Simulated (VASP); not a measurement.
# Pt (P6_3/mmc) in VASP: further runs

Runs on Pt. Level: r2SCAN. Tasks: single point.

Program: VASP 6.6.1. These are calculated values, not measurements. Logs are shortened: lines on timing, memory, paths and dates and some standing lists are left out, and cuts for length are marked.

## Step 1: The cell of the first run

Symmetry: P6_3/mmc, No. 194, hexagonal system. Conventional cell: a = 2.761 Å, b = 2.761 Å, c = 4.792 Å, α = 90.00°, β = 90.00°, γ = 120.00°. Within 3.6 Å of Pt (site symmetry -6m2) lie 12 Pt at 2.76 to 2.88 Å.

## Step 2: Single point, r2SCAN

POSCAR reads:

```
Pt
1.0
    2.7606656158      0.0000000000      0.0000000000
   -1.3803328079      2.3908065546      0.0000000000
    0.0000000000      0.0000000000      4.7921340000
Pt
2
Direct
    0.6666666667      0.3333333333      0.7500000000
    0.3333333333      0.6666666667      0.2500000000
```

INCAR.step1 reads:

```
SYSTEM = Pt
PREC = Accurate
ENCUT = 520
ISMEAR = 0
SIGMA = 0.15
LREAL = .False.
LASPH = .True.
NELM = 60
NBANDS = 17
GGA = PE
ALGO = Normal
EDIFF = 1E-4
LWAVE = .True.
LCHARG = .False.
```

INCAR.step2 reads:

```
SYSTEM = Pt
PREC = Accurate
ENCUT = 520
EDIFF = 1E-7
ISMEAR = 0
SIGMA = 0.15
LREAL = .False.
LASPH = .True.
NELM = 60
ALGO = Normal
ISIF = 2
LWAVE = .False.
LCHARG = .False.
METAGGA = R2SCAN
LMIXTAU = .True.
NBANDS = 17
ISTART = 1
```

KPOINTS reads:

```
regular mesh
0
Gamma
  18 18 10
  0 0 0
```

Potentials or basis: VASP PAW PBE potentials, release 64 (Pt).

On the command line:

```
$ cat potpaw_PBE.64/Pt/POTCAR > POTCAR
$ cp INCAR.step1 INCAR
$ mpirun -np 1 vasp_std > vasp.out
$ cp INCAR.step2 INCAR
$ mpirun -np 1 vasp_std > vasp.out
```

OUTCAR:

```text
SYSTEM = Pt
   PREC = Accurate
   ENCUT = 520
   EDIFF = 1E-7
   ISMEAR = 0
   LREAL = .False.
   LASPH = .True.
   NELM = 60
   ISIF = 2
   METAGGA = R2SCAN
   ISTART = 1

 ion  position               nearest neighbor table
   1  0.667  0.333  0.750-   2 2.88   2 2.88   2 2.88   2 2.88   2 2.88   2 2.88
   2  0.333  0.667  0.250-   1 2.88   1 2.88   1 2.88   1 2.88   1 2.88   1 2.88

  LATTYP: Found a hexagonal cell.
 ALAT       =     2.7606656158
 C/A-ratio  =     1.7358618054

  Lattice vectors:

 A1 = (   2.7606656158,   0.0000000000,   0.0000000000)
 A2 = (  -1.3803328079,   2.3908065546,   0.0000000000)
 A3 = (   0.0000000000,   0.0000000000,   4.7921340000)

Analysis of symmetry for initial positions (statically):
=====================================================================
 Subroutine PRICEL returns:
 Original cell was already a primitive cell.

 Routine SETGRP: Setting up the symmetry group for a
 hexagonal supercell.

 Subroutine GETGRP returns: Found 24 space group operations
 (whereof 12 operations were pure point group operations)
 out of a pool of 24 trial point group operations.

The static configuration has the point symmetry D_3d.
 The point group associated with its full space group is D_6h.

Analysis of symmetry for dynamics (positions and initial velocities):
=====================================================================
 Subroutine PRICEL returns:
 Original cell was already a primitive cell.

 Routine SETGRP: Setting up the symmetry group for a
 hexagonal supercell.

 Subroutine GETGRP returns: Found 24 space group operations
 (whereof 12 operations were pure point group operations)
 out of a pool of 24 trial point group operations.

The dynamic configuration has the point symmetry D_3d.
 The point group associated with its full space group is D_6h.

 Subroutine INISYM returns: Found 24 space group operations
 (whereof 12 operations are pure point group operations),
 and found     1 'primitive' translations

----------------------------------------------------------------------------------------

                                     Primitive cell

  volume of cell :      31.6291

  direct lattice vectors                    reciprocal lattice vectors
     2.760665616  0.000000000  0.000000000     0.362231483  0.209134444  0.000000000
    -1.380332808  2.390806555  0.000000000     0.000000000  0.418268888  0.000000000
     0.000000000  0.000000000  4.792134000     0.000000000  0.000000000  0.208675300

  length of vectors
     2.760665616  2.760665616  4.792134000     0.418268888  0.418268888  0.208675300

  position of ions in fractional coordinates (direct lattice)
     0.666666667  0.333333333  0.750000000
     0.333333333  0.666666667  0.250000000

  ion indices of the primitive-cell ions
   primitive index   ion index
                 1           1
                 2           2

----------------------------------------------------------------------------------------

 KPOINTS: regular mesh

Automatic generation of k-mesh.
 Grid dimensions read from file:
 generate k-points for:   18   18   10

 Generating k-lattice:

  Cartesian coordinates                     Fractional coordinates (reciprocal lattice)
     0.020123971  0.011618580  0.000000000     0.055555556  0.000000000  0.000000000
     0.000000000  0.023237160  0.000000000     0.000000000  0.055555556  0.000000000
     0.000000000  0.000000000  0.020867530     0.000000000  0.000000000  0.100000000

  Length of vectors
     0.023237160  0.023237160  0.020867530

  Shift w.r.t. Gamma in fractional coordinates (k-lattice)
     0.000000000  0.000000000  0.000000000

 Subroutine IBZKPT returns following result:
 ===========================================

 Found    222 irreducible k-points:

 Following reciprocal coordinates:
            Coordinates               Weight
  0.000000  0.000000  0.000000      1.000000
  0.055556 -0.000000  0.000000      6.000000
  0.111111 -0.000000  0.000000      6.000000
  0.166667  0.000000  0.000000      6.000000
  0.222222 -0.000000  0.000000      6.000000
  0.277778  0.000000  0.000000      6.000000
[... 16 lines left out ...]
  0.333333  0.111111  0.000000     12.000000
  0.388889  0.111111  0.000000     12.000000
 [... further k-points ...]
   k-points           NKPTS =    222   k-points in BZ     NKDIM =    222   number of bands    NBANDS=     17
   number of dos      NEDOS =    301   number of ions     NIONS =      2
   total plane-waves  NPLWV =  20736
   dimension x,y,z NGX =    24 NGY =   24 NGZ =   36
   dimension x,y,z NGXF=    48 NGYF=   48 NGZF=   72
   ions per type =               2
   NGX,Y,Z   is equivalent  to a cutoff of  14.45, 14.45, 12.49 a.u.
   NGXF,Y,Z  is equivalent  to a cutoff of  28.91, 28.91, 24.98 a.u.
 SYSTEM =  Pt
   PREC   = accura    normal or accurate (medium, high low for compatibility)
   ISTART =      1    job   : 0-new  1-cont  2-samecut
   ICHARG =      0    charge: 1-file 2-atom 10-const
   ISPIN  =      1    spin polarized calculation?
   LNONCOLLINEAR =      F non collinear calculations
   LSORBIT =      F    spin-orbit coupling
   LASPH  =      T    aspherical Exc in radial PAW
   ENCUT  =  520.0 eV  38.22 Ry    6.18 a.u.   5.13  5.13  8.91*2*pi/ulx,y,z
   NELM   =     60;   NELMIN=  2; NELMDL=  0     # of ELM steps
   EDIFF  = 0.1E-06   stopping-criterion for ELM
   LREAL  =      F    real-space projection
   EDIFFG = 0.1E-05   stopping-criterion for IOM
   NSW    =      0    number of steps for IOM
   IBRION =     -1    ionic relax: 0-MD 1-quasi-New 2-CG
   NFREE  =      0    steps in history (QN), initial steepest desc. (CG)
   ISIF   =      2    stress and relaxation
   ISYM   =      2    0-nonsym 1-usesym 2-fastsym
   POTIM  = 0.5000    time-step for ionic-motion
   TEBEG  =    0.0;   TEEND  =   0.0 temperature during run
   PSTRESS=    0.0 pullay stress
   NELECT =      20.0000    total number of electrons
   NUPDOWN=      -1.0000    fix difference up-down
   EMIN   =  10.00;   EMAX   =-10.00  energy-range for DOS
   EFERMI =   0.00;   METHOD = LEGACY
   ISMEAR =     0;   SIGMA  =   0.15  broadening in eV -4-tet -1-fermi 0-gaus
   EFERMI_NEDOS =   21; number of points for ismear=-14 and -15
   IALGO  =     38    algorithm
   IMIX   =      4    mixing-type and parameters
     AMIX     =   0.40;   BMIX     =  1.00
     AMIX_MAG =   1.60;   BMIX_MAG =  1.00
  volume/ion in A,a.u.               =      15.81       106.72
  Fermi-wavevector in a.u.,A,eV,Ry     =   1.405149  2.655347 26.863944  1.974444
  Thomas-Fermi vector in A             =   2.527639
   LORBIT       =      0    0 simple, 1 ext, 2 COOP (PROOUT), +10 PAW based schemes
   METAGGA = R2SCAN    functional components
   LHFCALC =     F    Hartree Fock is set to
   AEXX    =    0.0000 exact exchange contribution
   IVDW    =     0    specifies the selected vdW correction
   LEPSILON=     F    determine dielectric tensor
   LRPA    =     F    only Hartree local field effects (RPA)
 non-spin polarized calculation
 Gauss-broadening in eV      SIGMA  =   0.15
  energy-cutoff  :      520.00
  volume of cell :       31.63
 maximum number of plane-waves:       866
 NGX is ok and might be reduce to    24
   NGX = 11   NGY = 11   NGZ = 17

 number of electron      20.0000004 magnetization

 Free energy of the ion-electron system (eV)
  ---------------------------------------------------
  ext. energy  EPLUGINS =         0.00000000
  ---------------------------------------------------
  free energy    TOTEN  =      -102.88321316 eV

  energy without entropy =     -102.84543388  energy(sigma->0) =     -102.86432352

 E-fermi :  10.0980     XC(G=0): -14.2888

 val. band max:       10.0932355498   @ k =   0.2222   0.1111   0.5000
 cond. band min:      10.1008995312   @ k =   0.2222   0.1667   0.4000
 fundamental gap:      0.0076639815
 Fermi energy:        10.0979857550

 k-point     1 :       0.0000    0.0000    0.0000
  band No.  band energies     occupation
      1       0.1742      2.00000
      2       2.8335      2.00000
      3       6.0618      2.00000
      4       6.5718      2.00000
      5       6.5718      2.00000
      6       6.9427      2.00000
[... 9 lines left out ...]
     16      28.3254      0.00000
     17      32.1594      0.00000

 k-point     2 :       0.0556   -0.0000    0.0000
  band No.  band energies     occupation
      1       0.2914      2.00000
      2       2.9417      2.00000
      3       6.0510      2.00000
      4       6.5670      2.00000
      5       6.6608      2.00000
      6       6.8849      2.00000
[... 9 lines left out ...]
     16      28.4716      0.00000
     17      31.4168      0.00000

 k-point     3 :       0.1111   -0.0000    0.0000
  band No.  band energies     occupation
      1       0.6342      2.00000
      2       3.2471      2.00000
      3       5.9619      2.00000
      4       6.5874      2.00000
      5       6.7828      2.00000
      6       6.9236      2.00000
[... 9 lines left out ...]
     16      28.6100      0.00000
     17      30.3330      0.00000

 k-point     4 :       0.1667    0.0000    0.0000
  band No.  band energies     occupation
      1       1.1733      2.00000
      2       3.6743      2.00000
      3       5.8056      2.00000
      4       6.4236      2.00000
      5       6.7222      2.00000
      6       6.9861      2.00000
[... 9 lines left out ...]
     16      28.6606      0.00000
     17      28.9153      0.00000
[... 343 lines left out ...]
      1       3.4590      2.00000
      2       4.2572      2.00000
      3       4.9142      2.00000
      4       5.9187      2.00000
      5       6.5496      2.00000
      6       6.6152      2.00000
[... 9 lines left out ...]
     16      26.1330      0.00000
     17      26.6645      0.00000

 k-point    23 :       0.3333    0.1111    0.0000
  band No.  band energies     occupation
      1       3.7747      2.00000
      2       4.0558      2.00000
      3       4.6020      2.00000
      4       6.3620      2.00000
      5       6.5379      2.00000
      6       6.9509      2.00000
[... 9 lines left out ...]
     16      24.5387      0.00000
     17      25.4026      0.00000

 k-point    24 :       0.3889    0.1111    0.0000
  band No.  band energies     occupation
      1       3.8568      2.00000
      2       3.9385      2.00000
      3       4.4116      2.00000
      4       6.5428      2.00000
      5       6.8154      2.00000
      6       6.8432      2.00000
[... 9 lines left out ...]
     16      22.9703      0.00000
     17      24.7971      0.00000

 [... further k-points ...]
[... 5 lines left out ...]
  --------------------------------------------------------------------------------------
  -------------------------------------------------------------------------------------
  Total       -1.2397641     -1.2397641     -0.9949612      0.0000000     -0.0000000      0.0000000
  in kB      -62.8004044    -62.8004044    -50.3998819      0.0000000     -0.0000000      0.0000000
  external PRESSURE =     -58.6668969 kB  Pullay stress =       0.0000000 kB

 VOLUME and BASIS-vectors are now :
 -----------------------------------------------------------------------------
  energy-cutoff  :      520.00
  volume of cell :       31.63
      direct lattice vectors                 reciprocal lattice vectors
     2.760665616  0.000000000  0.000000000     0.362231483  0.209134444  0.000000000
    -1.380332808  2.390806555  0.000000000     0.000000000  0.418268888  0.000000000
     0.000000000  0.000000000  4.792134000     0.000000000  0.000000000  0.208675300

 POSITION                                       TOTAL-FORCE (eV/Angst)
 -----------------------------------------------------------------------------------
      1.38033      0.79694      3.59410         0.000000     -0.000000      0.000000
     -0.00000      1.59387      1.19803        -0.000000      0.000000      0.000000
 -----------------------------------------------------------------------------------
    total drift:                               -0.000000      0.000000     -0.000000

  FREE ENERGIE OF THE ION-ELECTRON SYSTEM (eV)
  ---------------------------------------------------
  free  energy   TOTEN  =      -102.8832131612 eV

  energy  without entropy=     -102.8454338768  energy(sigma->0) =     -102.86432352
```

Wall time 2.5 min (1 thread of Intel Xeon 6975P-C (Granite Rapids), shared host); peak memory 0.23 GiB.

What came out:

```
Free energy            : -102.8832 eV
Pressure               : -5.9 GPa
Band gap on the k mesh : zero (band 10 reaches 10.61 eV, above the bottom of band 11 at 9.24 eV)
```

Stress tensor (GPa, compression positive):
```
-6.28  0.00  0.00
 0.00 -6.28  0.00
 0.00  0.00 -5.04
```

Levels at points of the mesh, in eV from the Fermi level:
| k point | band 7 | band 8 | band 9 | band 10 | band 11 | band 12 | band 13 | band 14 |
| --- | --- | --- | --- | --- | --- | --- | --- | --- |
| (0.00, 0.00, 0.00) | -3.16 | -1.90 | -1.90 | -0.52 | -0.27 | -0.27 | 4.93 | 16.08 |
| (0.50, 0.00, 0.00) | -2.55 | -0.05 | 0.31 | 0.51 | 2.44 | 3.96 | 7.68 | 9.29 |
| (0.00, 0.00, 0.50) | -3.52 | -3.52 | -0.86 | -0.86 | -0.86 | -0.86 | 12.55 | 12.55 |
| (0.50, 0.00, 0.50) | -0.81 | -0.81 | 0.42 | 0.42 | 1.87 | 1.87 | 6.81 | 6.81 |

Caveat: the PAW data sets were made with another functional, which shifts forces and pressure a little; spin-orbit coupling is left out, which moves the levels of the heavy elements.

(Continued in part 2 of 2.)
